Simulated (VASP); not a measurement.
# Al2GaP3 (P6_3mc) in VASP: single point with PBE

Aim: the single point of Al2GaP3 with PBE.

Everything below comes from runs of VASP 6.6.1. Logs are shortened: lines on timing, memory, paths and dates and some standing lists are left out, and cuts for length are marked.

## Step 1: The cell of the first run

It takes space group P6_3mc (No. 186, hexagonal). The conventional cell has a = 3.886 Å, b = 3.886 Å, c = 19.165 Å, α = 90.00°, β = 90.00°, γ = 120.00°. Within 3.1 Å of Al (site symmetry 3m) lie 4 P at 2.38 to 2.39 Å. Within 3.1 Å of Al (site symmetry 3m) lie 4 P at 2.38 to 2.39 Å. Ga (site symmetry 3m) has 4 P at 2.39 Å within 3.2 Å. P (site symmetry 3m) has 4 Al at 2.38 to 2.39 Å within 3.1 Å. P (site symmetry 3m) has 3 Al at 2.38 Å and 1 Ga at 2.39 Å within 3.1 Å. Within 3.2 Å of P (site symmetry 3m) lie 3 Ga at 2.39 Å and 1 Al at 2.39 Å.

## Step 2: Single point, PBE

File INCAR:

```
  ALGO = Normal
  EDIFF = 1E-6
  ENCUT = 520
  GGA = PE
  ISIF = 2
  ISMEAR = 0
  LASPH = T
  LCHARG = T
  LELF = T
  LREAL = F
  LVHAR = T
  LWAVE = F
  NBANDS = 46
  NELM = 100
  PREC = Accurate
  SIGMA = 0.1
```

File KPOINTS:

```
k-points
0
Gamma
  6 6 1
```

File POSCAR:

```
Al2GaP3
1.0
    3.8858802000      0.0000000000      0.0000000000
   -1.9429401000      3.3652709000      0.0000000000
    0.0000000000      0.0000000000     19.1645583000
Al Ga P
4 2 6
Direct
    0.3333333000      0.6666667000      0.0000210000
    0.3333333000      0.6666667000      0.6664900000
    0.6666667000      0.3333333000      0.1664900000
    0.6666667000      0.3333333000      0.5000210000
    0.3333333000      0.6666667000      0.3336650000
    0.6666667000      0.3333333000      0.8336650000
    0.3333333000      0.6666667000      0.1248740000
    0.3333333000      0.6666667000      0.4586160000
    0.3333333000      0.6666667000      0.7913330000
    0.6666667000      0.3333333000      0.2913330000
    0.6666667000      0.3333333000      0.6248740000
    0.6666667000      0.3333333000      0.9586160000
```

Potentials or basis: VASP PAW PBE potentials, release 64 (Al, Ga_d, P).

Launch:

```bash
$ cat potpaw_PBE.64/Al/POTCAR potpaw_PBE.64/Ga_d/POTCAR potpaw_PBE.64/P/POTCAR > POTCAR
$ mpirun -np 1 vasp_std > vasp.out
```

OUTCAR:

```text
EDIFF = 1E-6
   ENCUT = 520
   GGA = PE
   ISIF = 2
   ISMEAR = 0
   LASPH = T
   LREAL = F
   NELM = 100
   PREC = Accurate

 ion  position               nearest neighbor table
   1  0.333  0.667  0.000-  12 2.38  12 2.38  12 2.38   7 2.39
   2  0.333  0.667  0.666-  11 2.38  11 2.38  11 2.38   9 2.39
   3  0.667  0.333  0.166-   7 2.38   7 2.38   7 2.38  10 2.39
   4  0.667  0.333  0.500-   8 2.38   8 2.38   8 2.38  11 2.39
   5  0.333  0.667  0.334-  10 2.39  10 2.39  10 2.39   8 2.39
   6  0.667  0.333  0.834-   9 2.39   9 2.39   9 2.39  12 2.39
   7  0.333  0.667  0.125-   3 2.38   3 2.38   3 2.38   1 2.39
   8  0.333  0.667  0.459-   4 2.38   4 2.38   4 2.38   5 2.39
   9  0.333  0.667  0.791-   6 2.39   6 2.39   6 2.39   2 2.39
  10  0.667  0.333  0.291-   5 2.39   5 2.39   5 2.39   3 2.39
  11  0.667  0.333  0.625-   2 2.38   2 2.38   2 2.38   4 2.39
  12  0.667  0.333  0.959-   1 2.38   1 2.38   1 2.38   6 2.39

  LATTYP: Found a hexagonal cell.
 ALAT       =     3.8858802000
 C/A-ratio  =     4.9318448623

  Lattice vectors:

 A1 = (   3.8858802000,   0.0000000000,   0.0000000000)
 A2 = (  -1.9429401000,   3.3652709000,   0.0000000000)
 A3 = (   0.0000000000,   0.0000000000,  19.1645583000)

Analysis of symmetry for initial positions (statically):
=====================================================================
 Subroutine PRICEL returns:
 Original cell was already a primitive cell.

 Routine SETGRP: Setting up the symmetry group for a
 hexagonal supercell.

 Subroutine GETGRP returns: Found 12 space group operations
 (whereof  6 operations were pure point group operations)
 out of a pool of 24 trial point group operations.

The static configuration has the point symmetry C_3v.
 The point group associated with its full space group is C_6v.

Analysis of symmetry for dynamics (positions and initial velocities):
=====================================================================
 Subroutine PRICEL returns:
 Original cell was already a primitive cell.

 Routine SETGRP: Setting up the symmetry group for a
 hexagonal supercell.

 Subroutine GETGRP returns: Found 12 space group operations
 (whereof  6 operations were pure point group operations)
 out of a pool of 24 trial point group operations.

The dynamic configuration has the point symmetry C_3v.
 The point group associated with its full space group is C_6v.

 Subroutine INISYM returns: Found 12 space group operations
 (whereof  6 operations are pure point group operations),
 and found     1 'primitive' translations

----------------------------------------------------------------------------------------

                                     Primitive cell

  volume of cell :     250.6157

  direct lattice vectors                    reciprocal lattice vectors
     3.885880200  0.000000000  0.000000000     0.257341953  0.148576449  0.000000000
    -1.942940100  3.365270900  0.000000000     0.000000000  0.297152898  0.000000000
     0.000000000  0.000000000 19.164558300     0.000000000  0.000000000  0.052179653

  length of vectors
     3.885880200  3.885880140 19.164558300     0.297152893  0.297152898  0.052179653

  position of ions in fractional coordinates (direct lattice)
     0.333333300  0.666666700  0.000021000
     0.333333300  0.666666700  0.666490000
     0.666666700  0.333333300  0.166490000
     0.666666700  0.333333300  0.500021000
     0.333333300  0.666666700  0.333665000
     0.666666700  0.333333300  0.833665000
     0.333333300  0.666666700  0.124874000
     0.333333300  0.666666700  0.458616000
     0.333333300  0.666666700  0.791333000
     0.666666700  0.333333300  0.291333000
     0.666666700  0.333333300  0.624874000
     0.666666700  0.333333300  0.958616000

  ion indices of the primitive-cell ions
   primitive index   ion index
                 1           1
                 2           2
                 3           3
                 4           4
                 5           5
                 6           6
                 7           7
                 8           8
                 9           9
                10          10
                11          11
                12          12

----------------------------------------------------------------------------------------

 KPOINTS: k-points

Automatic generation of k-mesh.
 Grid dimensions read from file:
 generate k-points for:    6    6    1

 Generating k-lattice:

  Cartesian coordinates                     Fractional coordinates (reciprocal lattice)
     0.042890326  0.024762741  0.000000000     0.166666667 -0.000000000  0.000000000
     0.000000000  0.049525483  0.000000000     0.000000000  0.166666667  0.000000000
     0.000000000  0.000000000  0.052179653     0.000000000  0.000000000  1.000000000

  Length of vectors
     0.049525482  0.049525483  0.052179653

  Shift w.r.t. Gamma in fractional coordinates (k-lattice)
     0.000000000  0.000000000  0.000000000

 Subroutine IBZKPT returns following result:
 ===========================================

 Found      7 irreducible k-points:

 Following reciprocal coordinates:
            Coordinates               Weight
  0.000000  0.000000  0.000000      1.000000
  0.166667 -0.000000  0.000000      6.000000
  0.333333 -0.000000  0.000000      6.000000
  0.500000 -0.000000  0.000000      3.000000
  0.166667  0.166667  0.000000      6.000000
  0.333333  0.166667  0.000000     12.000000
  0.333333  0.333333  0.000000      2.000000
   k-points           NKPTS =      7   k-points in BZ     NKDIM =      7   number of bands    NBANDS=     46
   number of dos      NEDOS =    301   number of ions     NIONS =     12
   total plane-waves  NPLWV = 129600
   dimension x,y,z NGX =    30 NGY =   30 NGZ =  144
   dimension x,y,z NGXF=    60 NGYF=   60 NGZF=  288
   ions per type =               4   2   6
   NGX,Y,Z   is equivalent  to a cutoff of  12.83, 12.83, 12.49 a.u.
   NGXF,Y,Z  is equivalent  to a cutoff of  25.67, 25.67, 24.98 a.u.
 SYSTEM =  unknown system
   PREC   = accura    normal or accurate (medium, high low for compatibility)
   ISTART =      0    job   : 0-new  1-cont  2-samecut
   ICHARG =      2    charge: 1-file 2-atom 10-const
   ISPIN  =      1    spin polarized calculation?
   LNONCOLLINEAR =      F non collinear calculations
   LSORBIT =      F    spin-orbit coupling
   LASPH  =      T    aspherical Exc in radial PAW
   ENCUT  =  520.0 eV  38.22 Ry    6.18 a.u.   7.23  7.23 35.63*2*pi/ulx,y,z
   NELM   =    100;   NELMIN=  2; NELMDL= -5     # of ELM steps
   EDIFF  = 0.1E-05   stopping-criterion for ELM
   LREAL  =      F    real-space projection
   EDIFFG = 0.1E-04   stopping-criterion for IOM
   NSW    =      0    number of steps for IOM
   IBRION =     -1    ionic relax: 0-MD 1-quasi-New 2-CG
   NFREE  =      0    steps in history (QN), initial steepest desc. (CG)
   ISIF   =      2    stress and relaxation
   ISYM   =      2    0-nonsym 1-usesym 2-fastsym
   POTIM  = 0.5000    time-step for ionic-motion
   TEBEG  =    0.0;   TEEND  =   0.0 temperature during run
   PSTRESS=    0.0 pullay stress
   NELECT =      68.0000    total number of electrons
   NUPDOWN=      -1.0000    fix difference up-down
   EMIN   =  10.00;   EMAX   =-10.00  energy-range for DOS
   EFERMI =   0.00;   METHOD = LEGACY
   ISMEAR =     0;   SIGMA  =   0.10  broadening in eV -4-tet -1-fermi 0-gaus
   EFERMI_NEDOS =   21; number of points for ismear=-14 and -15
   IALGO  =     38    algorithm
   IMIX   =      4    mixing-type and parameters
     AMIX     =   0.40;   BMIX     =  1.00
     AMIX_MAG =   1.60;   BMIX_MAG =  1.00
  volume/ion in A,a.u.               =      20.88       140.94
  Fermi-wavevector in a.u.,A,eV,Ry     =   1.059843  2.002814 15.282991  1.123268
  Thomas-Fermi vector in A             =   2.195203
   LORBIT       =      0    0 simple, 1 ext, 2 COOP (PROOUT), +10 PAW based schemes
   GGA     = PE    functional components
   LHFCALC =     F    Hartree Fock is set to
   AEXX    =    0.0000 exact exchange contribution
   IVDW    =     0    specifies the selected vdW correction
   LEPSILON=     F    determine dielectric tensor
   LRPA    =     F    only Hartree local field effects (RPA)
 non-spin polarized calculation
 Gauss-broadening in eV      SIGMA  =   0.10
  energy-cutoff  :      520.00
  volume of cell :      250.62
 maximum number of plane-waves:      6809
 NGX is ok and might be reduce to    30
   NGX = 15   NGY = 15   NGZ = 71

 number of electron      68.0000008 magnetization

 Free energy of the ion-electron system (eV)
  ---------------------------------------------------
  ext. energy  EPLUGINS =         0.00000000
  ---------------------------------------------------
  free energy    TOTEN  =       -59.62801135 eV

  energy without entropy =      -59.62801135  energy(sigma->0) =      -59.62801135

 E-fermi :   4.9444     XC(G=0):  -9.2940

 val. band max:        4.4691762600   @ k =   0.0000   0.0000   0.0000
 cond. band min:       5.9862796958   @ k =   0.5000  -0.0000   0.0000
 fundamental gap:      1.5171034358
 Fermi energy:         4.9443582348

 k-point     1 :       0.0000    0.0000    0.0000
  band No.  band energies     occupation
      1      -9.9118      2.00000
      2      -9.9118      2.00000
      3      -9.8653      2.00000
      4      -9.8653      2.00000
      5      -9.8653      2.00000
      6      -9.8653      2.00000
[... 38 lines left out ...]
     45       8.8065      0.00000
     46       8.8627      0.00000

 k-point     2 :       0.1667   -0.0000    0.0000
  band No.  band energies     occupation
      1      -9.9140      2.00000
      2      -9.9139      2.00000
      3      -9.8692      2.00000
      4      -9.8691      2.00000
      5      -9.8570      2.00000
      6      -9.8570      2.00000
[... 38 lines left out ...]
     45       9.1762      0.00000
     46       9.4316      0.00000

 k-point     3 :       0.3333   -0.0000    0.0000
  band No.  band energies     occupation
      1      -9.9304      2.00000
      2      -9.9304      2.00000
      3      -9.8647      2.00000
      4      -9.8647      2.00000
      5      -9.8429      2.00000
      6      -9.8429      2.00000
[... 38 lines left out ...]
     45       9.2854      0.00000
     46       9.4795      0.00000

 k-point     4 :       0.5000   -0.0000    0.0000
  band No.  band energies     occupation
      1      -9.9412      2.00000
      2      -9.9412      2.00000
      3      -9.8602      2.00000
      4      -9.8602      2.00000
      5      -9.8375      2.00000
      6      -9.8375      2.00000
[... 38 lines left out ...]
     45       8.5038      0.00000
     46       9.1270      0.00000

 k-point     5 :       0.1667    0.1667    0.0000
  band No.  band energies     occupation
      1      -9.9226      2.00000
      2      -9.9226      2.00000
      3      -9.8687      2.00000
      4      -9.8687      2.00000
      5      -9.8465      2.00000
      6      -9.8465      2.00000
[... 38 lines left out ...]
     45       9.1853      0.00000
     46       9.2261      0.00000

 k-point     6 :       0.3333    0.1667    0.0000
  band No.  band energies     occupation
      1      -9.9345      2.00000
      2      -9.9345      2.00000
      3      -9.8624      2.00000
      4      -9.8624      2.00000
      5      -9.8406      2.00000
      6      -9.8406      2.00000
[... 38 lines left out ...]
     45       9.2527      0.00000
     46       9.4832      0.00000

 k-point     7 :       0.3333    0.3333    0.0000
  band No.  band energies     occupation
      1      -9.9330      2.00000
      2      -9.9330      2.00000
      3      -9.8612      2.00000
      4      -9.8612      2.00000
      5      -9.8422      2.00000
      6      -9.8422      2.00000
[... 38 lines left out ...]
     45      10.6263      0.00000
     46      10.7324      0.00000

------------------------ aborting loop because EDIFF is reached ----------------------------------------

  FORCE on cell =-STRESS in cart. coord.  units (eV):
  Direction    XX          YY          ZZ          XY          YZ          ZX
  --------------------------------------------------------------------------------------
  -------------------------------------------------------------------------------------
  Total       -0.0507475     -0.0507475     -0.1066177      0.0000000      0.0000000      0.0000000
  in kB       -0.3244271     -0.3244271     -0.6816031      0.0000000      0.0000000      0.0000000
  external PRESSURE =      -0.4434857 kB  Pullay stress =       0.0000000 kB

 VOLUME and BASIS-vectors are now :
 -----------------------------------------------------------------------------
  energy-cutoff  :      520.00
  volume of cell :      250.62
      direct lattice vectors                 reciprocal lattice vectors
     3.885880200  0.000000000  0.000000000     0.257341953  0.148576449  0.000000000
    -1.942940100  3.365270900  0.000000000     0.000000000  0.297152898  0.000000000
     0.000000000  0.000000000 19.164558300     0.000000000  0.000000000  0.052179653

 POSITION                                       TOTAL-FORCE (eV/Angst)
 -----------------------------------------------------------------------------------
     -0.00000      2.24351      0.00040         0.000000     -0.000000     -0.002492
     -0.00000      2.24351     12.77299         0.000000     -0.000000     -0.001259
      1.94294      1.12176      3.19071         0.000000     -0.000000     -0.001259
      1.94294      1.12176      9.58268         0.000000     -0.000000     -0.002492
     -0.00000      2.24351      6.39454        -0.000000      0.000000      0.004907
      1.94294      1.12176     15.97682         0.000000     -0.000000      0.004907
     -0.00000      2.24351      2.39316         0.000000     -0.000000      0.001374
     -0.00000      2.24351      8.78917         0.000000     -0.000000      0.001994
     -0.00000      2.24351     15.16555        -0.000000     -0.000000     -0.004524
      1.94294      1.12176      5.58327        -0.000000     -0.000000     -0.004524
      1.94294      1.12176     11.97543         0.000000      0.000000      0.001374
      1.94294      1.12176     18.37145        -0.000000      0.000000      0.001994
 -----------------------------------------------------------------------------------
    total drift:                                0.000021     -0.000013     -0.000517

  FREE ENERGIE OF THE ION-ELECTRON SYSTEM (eV)
  ---------------------------------------------------
  free  energy   TOTEN  =       -59.6280113485 eV

  energy  without entropy=      -59.6280113485  energy(sigma->0) =      -59.62801135
```

Run time: 3.1 min. Hardware: 1 thread of Intel Xeon Platinum 8259CL at 2.50GHz (Skylake/Cascade Lake), shared host; peak memory 0.38 GiB.

What came out:

| Property | Result |
| --- | --- |
| Free energy | -59.6280 eV |
| Pressure | 0.0 GPa |
| Largest force | 0.005 eV/Å |
| Band gap on the k mesh | 1.52 eV, indirect (least direct gap 1.85 eV) |

Forces in eV/Å, atoms in the order of the input:
```
Al   0.000  0.000 -0.002
Al   0.000  0.000 -0.001
Al   0.000  0.000 -0.001
Al   0.000  0.000 -0.002
Ga   0.000  0.000  0.005
Ga   0.000  0.000  0.005
P    0.000  0.000  0.001
P    0.000  0.000  0.002
P    0.000  0.000 -0.005
P    0.000  0.000 -0.005
P    0.000  0.000  0.001
P    0.000  0.000  0.002
```

A k mesh can miss the band edges. Expect the measured gap to be larger: semilocal functionals such as PBE lack the derivative discontinuity.
